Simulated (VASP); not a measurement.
# Co (P6_3/mmc) in VASP: notebook

Aim: see how the results for Co move with the level of theory and the settings. Levels: PBEsol+D3(BJ), revPBE, LDA. Tasks: single point, relaxation of cell and atoms.

Program: VASP 6.6.1. These are calculated values, not measurements. Logs are shortened: lines on timing, memory, paths and dates and some standing lists are left out, and cuts for length are marked.

### Step 1. The cell of the first run

The structure is hexagonal, space group P6_3/mmc (No. 194). Conventional cell: a = 2.437 Å, b = 2.437 Å, c = 7.979 Å, α = 90.00°, β = 90.00°, γ = 120.00°. Within 3.2 Å of Co (site symmetry -6m2) lie 12 Co at 2.44 Å. Within 3.2 Å of Co (site symmetry -3m) lie 12 Co at 2.44 Å.

### Step 2. Single point, PBEsol+D3(BJ), collinear spin, ferromagnetic start

The input, INCAR:

```
PREC     = Accurate       # precision mode
ENCUT    = 520            # plane-wave cutoff, eV
EDIFF    = 1E-7           # SCF threshold, eV
ISMEAR   = -1             # smearing method
SIGMA    = 0.05           # smearing width, eV
LREAL    = False          # projectors in reciprocal space
LASPH    = True           # aspherical terms in the spheres
NELM     = 150            # most SCF steps
ALGO     = Normal         # electronic algorithm
ISIF     = 2              # what is computed and relaxed
LWAVE    = False          # write WAVECAR
LCHARG   = True           # write CHGCAR
ISPIN    = 2              # spin polarisation
MAGMOM   = 2 2 2 2        # initial moments
LORBIT   = 11             # projections on sites
LMAXMIX  = 4              # l up to which the mixer works
GGA      = PS             # functional
IVDW     = 12             # dispersion correction
LELF     = True           # ELF
LVHAR    = True         
NBANDS   = 30             # bands
```

The input, KPOINTS:

```
regular mesh
0
Gamma
  12 12 4
```

The input, POSCAR:

```
Co
1.0
    2.4371717178      0.0000000000      0.0000000000
   -1.2185858589      2.1106526210      0.0000000000
    0.0000000000      0.0000000000      7.9789199430
Co
4
Direct
    0.6666666667      0.3333333333      0.7500000000
    0.0000000000      0.0000000000      0.5000000000
    0.3333333333      0.6666666667      0.2500000000
    0.0000000000      0.0000000000      0.0000000000
```

Potentials or basis: VASP PAW PBE potentials, release 64 (Co).

Started as:

```
$ cat potpaw_PBE.64/Co/POTCAR > POTCAR
$ mpirun -np 1 vasp_std > vasp.out
```

OUTCAR:

```text
PREC = Accurate
   ENCUT = 520
   EDIFF = 1E-7
   ISMEAR = -1
   LREAL = False
   LASPH = True
   NELM = 150
   ISIF = 2
   ISPIN = 2
   LORBIT = 11
   GGA = PS
   IVDW = 12
 IVDW          = 12

 ion  position               nearest neighbor table
   1  0.667  0.333  0.750-   2 2.44   4 2.44   2 2.44   4 2.44   2 2.44   4 2.44
   2  0.000  0.000  0.500-   1 2.44   3 2.44   1 2.44   3 2.44   1 2.44   3 2.44
   3  0.333  0.667  0.250-   2 2.44   4 2.44   2 2.44   4 2.44   2 2.44   4 2.44
   4  0.000  0.000  0.000-   1 2.44   3 2.44   1 2.44   3 2.44   1 2.44   3 2.44

  LATTYP: Found a hexagonal cell.
 ALAT       =     2.4371717178
 C/A-ratio  =     3.2738439744

  Lattice vectors:

 A1 = (   2.4371717178,   0.0000000000,   0.0000000000)
 A2 = (  -1.2185858589,   2.1106526210,   0.0000000000)
 A3 = (   0.0000000000,   0.0000000000,   7.9789199430)

Analysis of symmetry for initial positions (statically):
=====================================================================
 Subroutine PRICEL returns:
 Original cell was already a primitive cell.

 Routine SETGRP: Setting up the symmetry group for a
 hexagonal supercell.

 Subroutine GETGRP returns: Found 24 space group operations
 (whereof 12 operations were pure point group operations)
 out of a pool of 24 trial point group operations.

The static configuration has the point symmetry D_3d.
 The point group associated with its full space group is D_6h.

Analysis of symmetry for dynamics (positions and initial velocities):
=====================================================================
 Subroutine PRICEL returns:
 Original cell was already a primitive cell.

 Routine SETGRP: Setting up the symmetry group for a
 hexagonal supercell.

 Subroutine GETGRP returns: Found 24 space group operations
 (whereof 12 operations were pure point group operations)
 out of a pool of 24 trial point group operations.

The dynamic configuration has the point symmetry D_3d.
 The point group associated with its full space group is D_6h.

Analysis of structural, dynamic, and magnetic symmetry:
=====================================================================
 Subroutine PRICEL returns:
 Original cell was already a primitive cell.

 Routine SETGRP: Setting up the symmetry group for a
 hexagonal supercell.

 Subroutine GETGRP returns: Found 24 space group operations
 (whereof 12 operations were pure point group operations)
 out of a pool of 24 trial point group operations.

The overall configuration has the point symmetry D_3d.
 The point group associated with its full space group is D_6h.

 Subroutine INISYM returns: Found 24 space group operations
 (whereof 12 operations are pure point group operations),
 and found     1 'primitive' translations

----------------------------------------------------------------------------------------

                                     Primitive cell

  volume of cell :      41.0437

  direct lattice vectors                    reciprocal lattice vectors
     2.437171718  0.000000000  0.000000000     0.410311671  0.236893554  0.000000000
    -1.218585859  2.110652621  0.000000000     0.000000000  0.473787107  0.000000000
     0.000000000  0.000000000  7.978919943     0.000000000  0.000000000  0.125330246

  length of vectors
     2.437171718  2.437171718  7.978919943     0.473787107  0.473787107  0.125330246

  position of ions in fractional coordinates (direct lattice)
     0.666666667  0.333333333  0.750000000
     0.000000000  0.000000000  0.500000000
     0.333333333  0.666666667  0.250000000
     0.000000000  0.000000000  0.000000000

  ion indices of the primitive-cell ions
   primitive index   ion index
                 1           1
                 2           2
                 3           3
                 4           4

----------------------------------------------------------------------------------------

 KPOINTS: regular mesh

Automatic generation of k-mesh.
 Grid dimensions read from file:
 generate k-points for:   12   12    4

 Generating k-lattice:

  Cartesian coordinates                     Fractional coordinates (reciprocal lattice)
     0.034192639  0.019741129  0.000000000     0.083333333  0.000000000  0.000000000
     0.000000000  0.039482259  0.000000000     0.000000000  0.083333333  0.000000000
     0.000000000  0.000000000  0.031332562     0.000000000  0.000000000  0.250000000

  Length of vectors
     0.039482259  0.039482259  0.031332562

  Shift w.r.t. Gamma in fractional coordinates (k-lattice)
     0.000000000  0.000000000  0.000000000

 Subroutine IBZKPT returns following result:
 ===========================================

 Found     57 irreducible k-points:

 Following reciprocal coordinates:
            Coordinates               Weight
  0.000000  0.000000  0.000000      1.000000
  0.083333 -0.000000  0.000000      6.000000
  0.166667  0.000000  0.000000      6.000000
  0.250000 -0.000000  0.000000      6.000000
  0.333333 -0.000000  0.000000      6.000000
  0.416667 -0.000000  0.000000      6.000000
[... 16 lines left out ...]
  0.250000 -0.000000  0.250000     12.000000
  0.333333 -0.000000  0.250000     12.000000
 [... further k-points ...]
   k-points           NKPTS =     57   k-points in BZ     NKDIM =     57   number of bands    NBANDS=     30
   number of dos      NEDOS =    301   number of ions     NIONS =      4
   total plane-waves  NPLWV =  19440
   dimension x,y,z NGX =    18 NGY =   18 NGZ =   60
   dimension x,y,z NGXF=    36 NGYF=   36 NGZF=  120
   ions per type =               4
   NGX,Y,Z   is equivalent  to a cutoff of  12.28, 12.28, 12.50 a.u.
   NGXF,Y,Z  is equivalent  to a cutoff of  24.56, 24.56, 25.00 a.u.
 SYSTEM =  unknown system
   PREC   = accura    normal or accurate (medium, high low for compatibility)
   ISTART =      0    job   : 0-new  1-cont  2-samecut
   ICHARG =      2    charge: 1-file 2-atom 10-const
   ISPIN  =      2    spin polarized calculation?
   LNONCOLLINEAR =      F non collinear calculations
   LSORBIT =      F    spin-orbit coupling
   LASPH  =      T    aspherical Exc in radial PAW
   ENCUT  =  520.0 eV  38.22 Ry    6.18 a.u.   4.53  4.53 14.84*2*pi/ulx,y,z
   NELM   =    150;   NELMIN=  2; NELMDL= -5     # of ELM steps
   EDIFF  = 0.1E-06   stopping-criterion for ELM
   LREAL  =      F    real-space projection
   EDIFFG = 0.1E-05   stopping-criterion for IOM
   NSW    =      0    number of steps for IOM
   IBRION =     -1    ionic relax: 0-MD 1-quasi-New 2-CG
   NFREE  =      0    steps in history (QN), initial steepest desc. (CG)
   ISIF   =      2    stress and relaxation
   ISYM   =      2    0-nonsym 1-usesym 2-fastsym
   POTIM  = 0.5000    time-step for ionic-motion
   TEBEG  =    0.0;   TEEND  =   0.0 temperature during run
   PSTRESS=    0.0 pullay stress
   NELECT =      36.0000    total number of electrons
   NUPDOWN=      -1.0000    fix difference up-down
   EMIN   =  10.00;   EMAX   =-10.00  energy-range for DOS
   EFERMI =   0.00;   METHOD = LEGACY
   ISMEAR =    -1;   SIGMA  =   0.05  broadening in eV -4-tet -1-fermi 0-gaus
   EFERMI_NEDOS =   21; number of points for ismear=-14 and -15
   IALGO  =     38    algorithm
   IMIX   =      4    mixing-type and parameters
     AMIX     =   0.40;   BMIX     =  1.00
     AMIX_MAG =   1.60;   BMIX_MAG =  1.00
  volume/ion in A,a.u.               =      10.26        69.24
  Fermi-wavevector in a.u.,A,eV,Ry     =   1.567088  2.961367 33.412700  2.455764
  Thomas-Fermi vector in A             =   2.669320
   LORBIT       =     11    0 simple, 1 ext, 2 COOP (PROOUT), +10 PAW based schemes
   GGA     = PS    functional components
   LHFCALC =     F    Hartree Fock is set to
   AEXX    =    0.0000 exact exchange contribution
   IVDW    =    12    specifies the selected vdW correction
   LEPSILON=     F    determine dielectric tensor
   LRPA    =     F    only Hartree local field effects (RPA)
 spin polarized calculation
  energy-cutoff  :      520.00
  volume of cell :       41.04
 maximum number of plane-waves:      1128
   NGX =  9   NGY =  9   NGZ = 29

 number of electron      35.9999945 magnetization       6.3179733

 Free energy of the ion-electron system (eV)
  ---------------------------------------------------
  ext. energy  EPLUGINS =         0.00000000
  ---------------------------------------------------
  free energy    TOTEN  =       -30.91191883 eV

  energy without entropy =      -30.87629163  energy(sigma->0) =      -30.89410523

 E-fermi :  10.9410     XC(G=0): -13.9126

 val. band max:       10.9384735225   @ k =   0.2500   0.1667   0.2500
 cond. band min:      10.9501341572   @ k =   0.3333   0.0833   0.0000
 fundamental gap:      0.0116606347
 Fermi energy:        10.9410243290

 spin component 1

 k-point     1 :       0.0000    0.0000    0.0000
  band No.  band energies     occupation
      1       1.5685      1.00000
      2       3.8500      1.00000
      3       3.8725      1.00000
      4       5.4660      1.00000
      5       7.7991      1.00000
      6       7.8336      1.00000
[... 781 lines left out ...]
     29      26.1311      0.00000
     30      27.0054      0.00000

 [... further k-points ...]

 spin component 2

 k-point     1 :       0.0000    0.0000    0.0000
  band No.  band energies     occupation
      1       1.6529      1.00000
      2       4.0122      1.00000
      3       4.0180      1.00000
      4       6.3805      1.00000
      5       9.1018      1.00000
      6       9.1521      1.00000
[... 781 lines left out ...]
     29      26.5564      0.00000
     30      27.4664      0.00000

 [... further k-points ...]

------------------------ aborting loop because EDIFF is reached ----------------------------------------

 Edisp (eV)   -1.60982

 E8    (eV) :    -1.0656

  FORCE on cell =-STRESS in cart. coord.  units (eV):
  Direction    XX          YY          ZZ          XY          YZ          ZX
  --------------------------------------------------------------------------------------
  -------------------------------------------------------------------------------------
  Total      -0.68016    -0.68016    -1.67235     0.00000    -0.00000     0.00000
  in kB     -26.55076   -26.55076   -65.28141     0.00000    -0.00000     0.00000
  external pressure =      -39.46 kB  Pullay stress =        0.00 kB

 VOLUME and BASIS-vectors are now :
 -----------------------------------------------------------------------------
  energy-cutoff  :      520.00
  volume of cell :       41.04
      direct lattice vectors                 reciprocal lattice vectors
     2.437171718  0.000000000  0.000000000     0.410311671  0.236893554  0.000000000
    -1.218585859  2.110652621  0.000000000     0.000000000  0.473787107  0.000000000
     0.000000000  0.000000000  7.978919943     0.000000000  0.000000000  0.125330246

 POSITION                                       TOTAL-FORCE (eV/Angst)
 -----------------------------------------------------------------------------------
      1.21859      0.70355      5.98419        -0.000000     -0.000000     -0.000000
      0.00000      0.00000      3.98946        -0.000000      0.000000     -0.000000
     -0.00000      1.40710      1.99473         0.000000      0.000000      0.000000
      0.00000      0.00000      0.00000        -0.000000      0.000000     -0.000000
 -----------------------------------------------------------------------------------
    total drift:                                0.000000     -0.000000      0.000000

  FREE ENERGIE OF THE ION-ELECTRON SYSTEM (eV)
  ---------------------------------------------------
  free  energy   TOTEN  =       -32.5217379709 eV

  energy  without entropy=      -32.4861107683  energy(sigma->0) =      -32.50392437

 total charge

# of ion       s       p       d       tot
------------------------------------------
    1        0.514   0.578   7.291   8.383
    2        0.514   0.574   7.299   8.388
    3        0.514   0.578   7.291   8.383
    4        0.514   0.574   7.299   8.388
--------------------------------------------------
tot          2.057   2.305  29.180  33.542

 magnetization (x)

# of ion       s       p       d       tot
------------------------------------------
    1       -0.014  -0.049   1.656   1.593
    2       -0.014  -0.046   1.634   1.573
    3       -0.014  -0.049   1.656   1.593
    4       -0.014  -0.046   1.634   1.573
--------------------------------------------------
tot         -0.057  -0.190   6.578   6.332
```

Run time: 96 s. Hardware: 1 thread of Intel Xeon 6975P-C (Granite Rapids), shared host; peak memory 0.23 GiB.

Results:

* Free energy: -32.5217 eV
* Pressure: -3.9 GPa
* Net moment: 6.32 μB per cell
* Site moments: Co +1.59, +1.57 (each value once) μB
* Valence electrons inside the program's atomic spheres: Co 8.38, 8.39 (each value once)
* Dispersion energy per atom: -0.402 eV

Caveat: the cell stands under tension; the PAW data sets were made with another functional, which shifts forces and pressure a little.

(Part 1 of 2 ends here.)
